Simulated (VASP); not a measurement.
Set up this calculation in VASP 6.6.1, as the native input.

- Task: single point
- Functional: PBE
- Potentials or basis: VASP PAW PBE potentials, release 64 (Pt)
- Cutoff: 520 eV
- k mesh: 14 × 14 × 14
- Occupations: gaussian, width 0.03 eV
- Spin: no spin polarisation
- Dipole correction: no
- Further INCAR settings: ALGO = Normal; EDIFF = 1e-06; NBANDS = 11

The structure of Pt lies in POSCAR:

```
Pt
1.0
    0.0000000000      1.9857786488      1.9857786488
    1.9857786488      0.0000000000      1.9857786488
    1.9857786488      1.9857786488      0.0000000000
Pt
1
Direct
    0.0000000000      0.0000000000      0.0000000000
```

The input as run:

INCAR

```
SYSTEM = Pt
  PREC = Accurate
  ENCUT = 520
  EDIFF = 1E-6
  ISMEAR = 0
  SIGMA = 0.03
  LREAL = .FALSE.
  LASPH = .TRUE.
  NELM = 60
  ALGO = Normal
  ISIF = 2
  LWAVE = .FALSE.
  LCHARG = .FALSE.
  GGA = PE
  NBANDS = 11
```

KPOINTS

```
Automatic mesh
0
G
  14 14 14
  0 0 0
```

Potentials or basis: VASP PAW PBE potentials, release 64 (Pt).

Command:

```bash
$ cat potpaw_PBE.64/Pt/POTCAR > POTCAR
$ mpirun -np 1 vasp_std > vasp.out
```

Results of the run:

```yaml
Pressure: -1.0 GPa
Band_gap_on_the_k_mesh: zero (band 5 reaches 11.01 eV, above the bottom of band 6 at 8.91 eV)
```

Caveat: spin-orbit coupling is left out, which moves the levels of the heavy elements.

It took 17 s on 1 thread of AMD EPYC 7R13, with other jobs on the host, peak memory 0.15 GiB.
